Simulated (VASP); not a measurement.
# AlN (P1) in VASP: further runs

Runs on AlN. Level: PBE. Tasks: single point.

Everything below comes from runs of VASP 6.6.1. Logs are shortened: lines on timing, memory, paths and dates and some standing lists are left out, and cuts for length are marked.

### 1 The cell of the first run

The typed cell holds 12 atoms: a = 3.114 Å, b = 3.114 Å, c = 15.256 Å, α = 89.42°, β = 88.83°, γ = 60.00°.

### 2 Single point, PBE

Contents of INCAR:

```
SYSTEM = AlN
PREC = Accurate ; ENCUT = 520
EDIFF = 1E-6 ; ISMEAR = 0
SIGMA = 0.05 ; LREAL = .FALSE.
LASPH = .TRUE. ; NELM = 60
ALGO = Normal ; ISIF = 2
LWAVE = .FALSE. ; LCHARG = .TRUE.
GGA = PE ; LELF = .TRUE.
LVHAR = .TRUE. ; NBANDS = 36
```

Contents of KPOINTS:

```
regular mesh
0
G
  8 8 2
  0 0 0
```

Contents of POSCAR:

```
AlN
1.0
    2.2015871003     -2.2015871003      0.0000000000
    2.2015871003      0.0000000000     -2.2015871003
    9.0265071112      8.5861896912      8.8063484012
Al N
6 6
Direct
    0.9604200000      0.0000000000      0.3958000000
    0.3104200000      0.3333333333      0.2291333333
    0.6104200000      0.6666666667      0.5624666667
    0.9104200000      1.0000000000      0.8958000000
    0.2604200000      0.3333333333      0.7291333333
    0.6604200000      0.6666666667      0.0624666667
    0.6229200000      0.6666666667      0.4374666667
    0.9729200000      0.0000000000      0.2708000000
    0.2729200000      0.3333333333      0.6041333333
    0.5729200000      0.6666666667      0.9374666667
   -0.0770800000      0.0000000000      0.7708000000
    0.3229200000      0.3333333333      0.1041333333
```

Potentials or basis: VASP PAW PBE potentials, release 64 (Al, N).

The run is started by

```
> cat potpaw_PBE.64/Al/POTCAR potpaw_PBE.64/N/POTCAR > POTCAR
> mpirun -np 1 vasp_std > vasp.out
```

OUTCAR:

```text
SYSTEM = AlN
   PREC = Accurate
   ENCUT = 520
   EDIFF = 1E-6
   ISMEAR = 0
   LREAL = .FALSE.
   LASPH = .TRUE.
   NELM = 60
   ISIF = 2
   GGA = PE

 ion  position               nearest neighbor table
   1  0.960  0.000  0.396-   8 1.91   7 1.91   7 1.91   7 1.91   3 3.11   2 3.11   3 3.11   2 3.11
                             3 3.11   2 3.11
   2  0.310  0.333  0.229-  12 1.91   8 1.91   8 1.91   8 1.91   6 3.11   6 3.11   6 3.11   1 3.11
                             1 3.11   1 3.11
   3  0.610  0.667  0.562-   9 1.91   9 1.91   9 1.91   7 1.91   5 3.11   5 3.11   5 3.11   1 3.11
                             1 3.11   1 3.11
   4  0.910  0.000  0.896-  11 1.91  10 1.91  10 1.91  10 1.91   6 2.97   5 3.11   5 3.11   5 3.11
                             6 3.13   6 3.28
   5  0.260  0.333  0.729-   9 1.91  11 1.91  11 1.91  11 1.91   3 3.11   3 3.11   3 3.11   4 3.11
                             4 3.11   4 3.11
   6  0.660  0.667  0.062-  12 1.91  12 1.91  12 1.91  10 1.93   4 2.97   2 3.11   2 3.11   2 3.11
                             4 3.13   4 3.28
   7  0.623  0.667  0.437-   3 1.91   1 1.91   1 1.91   1 1.91
   8  0.973  0.000  0.271-   1 1.91   2 1.91   2 1.91   2 1.91
   9  0.273  0.333  0.604-   3 1.91   3 1.91   3 1.91   5 1.91
  10  0.573  0.667  0.937-   4 1.91   4 1.91   4 1.91   6 1.93
  11  0.923  0.000  0.771-   4 1.91   5 1.91   5 1.91   5 1.91
  12  0.323  0.333  0.104-   6 1.91   6 1.91   6 1.91   2 1.91

  LATTYP: Found a base centered monoclinic cell.
 ALAT       =     3.1135143360
 B/A-ratio  =     1.7320508076
 C/A-ratio  =     4.9000000000
 COS(beta)  =    -0.0204081633

  Lattice vectors:

 A1 = (   0.0000000000,   2.2015871003,  -2.2015871003)
 A2 = (  -2.2015871003,   0.0000000000,   2.2015871003)
 A3 = (   9.0265071112,   8.5861896912,   8.8063484012)

Analysis of symmetry for initial positions (statically):
=====================================================================
 Subroutine PRICEL returns:
 Original cell was already a primitive cell.

 Routine SETGRP: Setting up the symmetry group for a
 base centered monoclinic supercell.

 Subroutine GETGRP returns: Found  1 space group operations
 (whereof  1 operations were pure point group operations)
 out of a pool of  4 trial point group operations.

The static configuration has the point symmetry C_1 .

Analysis of symmetry for dynamics (positions and initial velocities):
=====================================================================
 Subroutine PRICEL returns:
 Original cell was already a primitive cell.

 Routine SETGRP: Setting up the symmetry group for a
 base centered monoclinic supercell.

 Subroutine GETGRP returns: Found  1 space group operations
 (whereof  1 operations were pure point group operations)
 out of a pool of  4 trial point group operations.

The dynamic configuration has the point symmetry C_1 .

 Subroutine INISYM returns: Found  1 space group operations
 (whereof  1 operations are pure point group operations),
 and found     1 'primitive' translations

----------------------------------------------------------------------------------------

                                     Primitive cell

  volume of cell :     128.0527

  direct lattice vectors                    reciprocal lattice vectors
     2.201587100 -2.201587100  0.000000000     0.147620778 -0.306597000  0.147620778
     2.201587100  0.000000000 -2.201587100     0.151405926  0.151405926 -0.302811852
     9.026507111  8.586189691  8.806348401     0.037851481  0.037851481  0.037851481

  length of vectors
     3.113514336  3.113514336 15.256220246     0.370925206  0.370867262  0.065560689

  position of ions in fractional coordinates (direct lattice)
     0.960420000  1.000000000  0.395800000
     0.310420000  0.333333333  0.229133333
     0.610420000  0.666666667  0.562466667
     0.910420000  1.000000000  0.895800000
     0.260420000  0.333333333  0.729133333
     0.660420000  0.666666667  0.062466667
     0.622920000  0.666666667  0.437466667
     0.972920000  1.000000000  0.270800000
     0.272920000  0.333333333  0.604133333
     0.572920000  0.666666667  0.937466667
     0.922920000  1.000000000  0.770800000
     0.322920000  0.333333333  0.104133333

  ion indices of the primitive-cell ions
   primitive index   ion index
                 1           1
                 2           2
                 3           3
                 4           4
                 5           5
                 6           6
                 7           7
                 8           8
                 9           9
                10          10
                11          11
                12          12

----------------------------------------------------------------------------------------

 KPOINTS: regular mesh

Automatic generation of k-mesh.
 Grid dimensions read from file:
 generate k-points for:    8    8    2

 Generating k-lattice:

  Cartesian coordinates                     Fractional coordinates (reciprocal lattice)
     0.018452597 -0.038324625  0.018452597     0.125000000  0.000000000  0.000000000
     0.018925741  0.018925741 -0.037851481     0.000000000  0.125000000 -0.000000000
     0.018925741  0.018925741  0.018925741     0.000000000  0.000000000  0.500000000

  Length of vectors
     0.046365651  0.046358408  0.032780345

  Shift w.r.t. Gamma in fractional coordinates (k-lattice)
     0.000000000  0.000000000  0.000000000

 Subroutine IBZKPT returns following result:
 ===========================================

 Found     68 irreducible k-points:

 Following reciprocal coordinates:
            Coordinates               Weight
  0.000000  0.000000  0.000000      1.000000
  0.125000  0.000000  0.000000      2.000000
 -0.125000 -0.125000 -0.000000      2.000000
  0.250000  0.000000  0.000000      2.000000
 -0.250000 -0.250000 -0.000000      2.000000
  0.375000  0.000000 -0.000000      2.000000
[... 16 lines left out ...]
  0.500000  0.250000  0.000000      2.000000
 -0.375000  0.250000  0.000000      2.000000
 [... further k-points ...]
   k-points           NKPTS =     68   k-points in BZ     NKDIM =     68   number of bands    NBANDS=     36
   number of dos      NEDOS =    301   number of ions     NIONS =     12
   total plane-waves  NPLWV =  69120
   dimension x,y,z NGX =    24 NGY =   24 NGZ =  120
   dimension x,y,z NGXF=    48 NGYF=   48 NGZF=  240
   ions per type =               6   6
   NGX,Y,Z   is equivalent  to a cutoff of  12.81, 12.81, 13.08 a.u.
   NGXF,Y,Z  is equivalent  to a cutoff of  25.63, 25.63, 26.15 a.u.
 SYSTEM =  AlN
   PREC   = accura    normal or accurate (medium, high low for compatibility)
   ISTART =      0    job   : 0-new  1-cont  2-samecut
   ICHARG =      2    charge: 1-file 2-atom 10-const
   ISPIN  =      1    spin polarized calculation?
   LNONCOLLINEAR =      F non collinear calculations
   LSORBIT =      F    spin-orbit coupling
   LASPH  =      T    aspherical Exc in radial PAW
   ENCUT  =  520.0 eV  38.22 Ry    6.18 a.u.   5.79  5.79 28.37*2*pi/ulx,y,z
   NELM   =     60;   NELMIN=  2; NELMDL= -5     # of ELM steps
   EDIFF  = 0.1E-05   stopping-criterion for ELM
   LREAL  =      F    real-space projection
   EDIFFG = 0.1E-04   stopping-criterion for IOM
   NSW    =      0    number of steps for IOM
   IBRION =     -1    ionic relax: 0-MD 1-quasi-New 2-CG
   NFREE  =      0    steps in history (QN), initial steepest desc. (CG)
   ISIF   =      2    stress and relaxation
   ISYM   =      2    0-nonsym 1-usesym 2-fastsym
   POTIM  = 0.5000    time-step for ionic-motion
   TEBEG  =    0.0;   TEEND  =   0.0 temperature during run
   PSTRESS=    0.0 pullay stress
   NELECT =      48.0000    total number of electrons
   NUPDOWN=      -1.0000    fix difference up-down
   EMIN   =  10.00;   EMAX   =-10.00  energy-range for DOS
   EFERMI =   0.00;   METHOD = LEGACY
   ISMEAR =     0;   SIGMA  =   0.05  broadening in eV -4-tet -1-fermi 0-gaus
   EFERMI_NEDOS =   21; number of points for ismear=-14 and -15
   IALGO  =     38    algorithm
   IMIX   =      4    mixing-type and parameters
     AMIX     =   0.40;   BMIX     =  1.00
     AMIX_MAG =   1.60;   BMIX_MAG =  1.00
  volume/ion in A,a.u.               =      10.67        72.01
  Fermi-wavevector in a.u.,A,eV,Ry     =   1.180390  2.230614 18.957286  1.393321
  Thomas-Fermi vector in A             =   2.316684
   LORBIT       =      0    0 simple, 1 ext, 2 COOP (PROOUT), +10 PAW based schemes
   GGA     = PE    functional components
   LHFCALC =     F    Hartree Fock is set to
   AEXX    =    0.0000 exact exchange contribution
   IVDW    =     0    specifies the selected vdW correction
   LEPSILON=     F    determine dielectric tensor
   LRPA    =     F    only Hartree local field effects (RPA)
 non-spin polarized calculation
 Gauss-broadening in eV      SIGMA  =   0.05
  energy-cutoff  :      520.00
  volume of cell :      128.05
 maximum number of plane-waves:      3470
   NGX = 11   NGY = 11   NGZ = 57

 number of electron      48.0000003 magnetization

 Free energy of the ion-electron system (eV)
  ---------------------------------------------------
  ext. energy  EPLUGINS =         0.00000000
  ---------------------------------------------------
  free energy    TOTEN  =       -88.98151688 eV

  energy without entropy =      -88.98151688  energy(sigma->0) =      -88.98151688

 E-fermi :   6.1455     XC(G=0): -10.8316

 val. band max:        5.8632564809   @ k =   0.0000   0.0000   0.0000
 cond. band min:       9.0168169685   @ k =   0.5000   0.0000   0.0000
 fundamental gap:      3.1535604876
 Fermi energy:         6.1455245598

 k-point     1 :       0.0000    0.0000    0.0000
  band No.  band energies     occupation
      1      -9.0935      2.00000
      2      -8.7110      2.00000
      3      -8.7022      2.00000
      4      -7.7566      2.00000
      5      -7.7463      2.00000
      6      -7.1121      2.00000
[... 28 lines left out ...]
     35      16.8032      0.00000
     36      17.0813      0.00000
[... 866 lines left out ...]
      6      -6.4737      2.00000
[... 28 lines left out ...]
     35      15.9585      0.00000
     36      16.1233      0.00000

 [... further k-points ...]

------------------------ aborting loop because EDIFF is reached ----------------------------------------

  FORCE on cell =-STRESS in cart. coord.  units (eV):
  Direction    XX          YY          ZZ          XY          YZ          ZX
  --------------------------------------------------------------------------------------
  -------------------------------------------------------------------------------------
  Total       -1.4194782      0.3549523      0.0144274      0.0565122      1.0110272     -0.9006475
  in kB      -17.7603062      4.4411123      0.1805137      0.7070730     12.6498267    -11.2687711
  external PRESSURE =      -4.3795601 kB  Pullay stress =       0.0000000 kB

 VOLUME and BASIS-vectors are now :
 -----------------------------------------------------------------------------
  energy-cutoff  :      520.00
  volume of cell :      128.05
      direct lattice vectors                 reciprocal lattice vectors
     2.201587100 -2.201587100  0.000000000     0.147620778 -0.306597000  0.147620778
     2.201587100  0.000000000 -2.201587100     0.151405926  0.151405926 -0.302811852
     9.026507111  8.586189691  8.806348401     0.037851481  0.037851481  0.037851481

 POSITION                                       TOTAL-FORCE (eV/Angst)
 -----------------------------------------------------------------------------------
      5.68714      1.28397      3.48555         0.003256      0.005833      0.004635
      3.48555      1.28397      1.28397        -0.004791      0.017722      0.014996
      7.88873      3.48555      3.48555         0.004337      0.004761      0.004570
     10.09031      5.68714      7.88873         0.015942     -0.077841     -0.083611
      7.88873      5.68714      5.68714         0.001655      0.008100      0.005395
      3.48555     -0.91762     -0.91762        -0.464346      0.303596     -0.045251
      6.78793      2.38476      2.38476        -0.004820     -0.004263     -0.004381
      4.58635      0.18317      2.38476        -0.010992      0.002425     -0.003892
      6.78793      4.58635      4.58635        -0.002802     -0.006327     -0.004650
     11.19111      6.78793      6.78793         0.507097     -0.285729      0.048325
      8.98952      4.58635      6.78793         0.015077     -0.027943     -0.005374
      2.38476      0.18317      0.18317        -0.059613      0.059665      0.069239
 -----------------------------------------------------------------------------------
    total drift:                                0.000250     -0.000146     -0.000102

  FREE ENERGIE OF THE ION-ELECTRON SYSTEM (eV)
  ---------------------------------------------------
  free  energy   TOTEN  =       -88.9815168814 eV

  energy  without entropy=      -88.9815168814  energy(sigma->0) =      -88.98151688
```

Wall time 4 min (1 thread of AMD EPYC 7R13 (Zen 3), shared host); peak memory 0.35 GiB.

Results:

```
Free energy            : -88.9815 eV
Pressure               : -0.4 GPa
Largest force          : 0.584 eV/Å
Band gap on the k mesh : 3.15 eV, indirect (least direct gap 3.60 eV)
```

Forces in eV/Å, atoms in the order of the input:
```
Al   0.003  0.006  0.005
Al  -0.005  0.018  0.015
Al   0.004  0.005  0.005
Al   0.016 -0.078 -0.084
Al   0.002  0.008  0.005
Al  -0.464  0.304 -0.045
N   -0.005 -0.004 -0.004
N   -0.011  0.002 -0.004
N   -0.003 -0.006 -0.005
N    0.507 -0.286  0.048
N    0.015 -0.028 -0.005
N   -0.060  0.060  0.069
```

Stress tensor (GPa, compression positive):
```
-1.78  0.07 -1.13
 0.07  0.44  1.26
-1.13  1.26  0.02
```

A k mesh can miss the band edges. A hybrid or GW would open this gap; PBE tends to underestimate it.

(Continued in part 2 of 3.)
